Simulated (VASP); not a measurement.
Input of a VASP 6.6.1 run:

The input INCAR:

```
SYSTEM = Sn
PREC     = Accurate       ! precision mode
ENCUT    = 520            ! plane-wave cutoff, eV
EDIFF    = 1E-6           ! SCF threshold, eV
ISMEAR   = -1             ! smearing method
SIGMA    = 0.05           ! smearing width, eV
LREAL    = .FALSE.        ! projectors in reciprocal space
LASPH    = .TRUE.         ! aspherical terms in the spheres
NELM     = 100            ! most SCF steps
ALGO     = Normal         ! electronic algorithm
ISIF     = 2              ! what is computed and relaxed
LWAVE    = .FALSE.        ! write WAVECAR
LCHARG   = .FALSE.        ! write CHGCAR
GGA      = PE             ! functional
NBANDS   = 13             ! bands
```

The input KPOINTS:

```
Automatic mesh
0
G
  11 11 11
  0 0 0
```

The input POSCAR:

```
Sn
1.0
   -1.7604013028      1.8103704880      2.3842034864
    1.7604013028     -1.8103704880      2.3842034864
    1.7604013028      1.8103704880     -2.3842034864
Sn
1
Direct
    0.0000000000      0.0000000000      0.0000000000
```

Potentials or basis: VASP PAW PBE potentials, release 64 (Sn_d).

Run with:

```sh
$ cat potpaw_PBE.64/Sn_d/POTCAR > POTCAR
$ mpirun -np 1 vasp_std > vasp.out
```

(1) Predict the band gap on the k mesh.

(2) Estimate the pressure.

## Answers

(1) zero (band 7 reaches 13.45 eV, above the bottom of band 8 at 5.24 eV).

(2) -3.3 GPa.

Caveat: spin-orbit coupling is left out, which moves the levels of the heavy elements.
